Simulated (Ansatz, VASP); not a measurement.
# One calculation of ZnIrC4N4, two programs

```
CELL_PARAMETERS angstrom
5.98511 0.00000 0.00000
0.00000 5.98511 0.00000
0.00000 0.00000 5.98511
ATOMIC_POSITIONS crystal
Zn 0.00000 0.00000 0.00000
Ir 0.50000 0.50000 0.50000
C 0.19275 0.19275 0.19275
C 0.19275 0.80725 0.80725
C 0.80725 0.19275 0.80725
C 0.80725 0.80725 0.19275
N 0.30555 0.30555 0.30555
N 0.30555 0.69445 0.69445
N 0.69445 0.30555 0.69445
N 0.69445 0.69445 0.30555
```

Alike in both runs: functional PBE; k mesh 4 × 4 × 4; occupations gaussian, width 0.1 eV; collinear spin.

Ansatz relaxed the structure, and its values are those at the end. VASP's run is a single point on that final structure, the one shown.

|  | VASP | Ansatz |
| --- | --- | --- |
| version | VASP 6.6.1 | Ansatz 0.2.0 |
| potentials or method | VASP PAW PBE potentials, release 64 (Zn, Ir, C, N), cutoff 520 eV | scalar-relativistic, plane waves, PAW |
| valence electrons in the cell | 57 | 65 |

```csv
,VASP,Ansatz,Ansatz less VASP
gap on the k mesh at the Fermi level (eV),0.91,0.92,+0.006
least direct gap on the mesh (eV),1.11,1.12,+0.008
pressure (GPa),0.8,0.4,-0.48
rms of the force components (eV/Å),0.162,0.022,-0.1399
net moment per atom (μB),0.30,0.30,0.000
size of the moment on the site where the two differ most (μB),1.98,1.30,-0.671
```

Site moments also hang on the region over which each program counts them. VASP's potentials hold 57 valence electrons a cell and Ansatz's 65, so a difference there can come from the potentials and not from the codes.

Neither program's run includes spin-orbit coupling. Noted on VASP's run: the standard files for N, O and F lose accuracy on very short bonds.
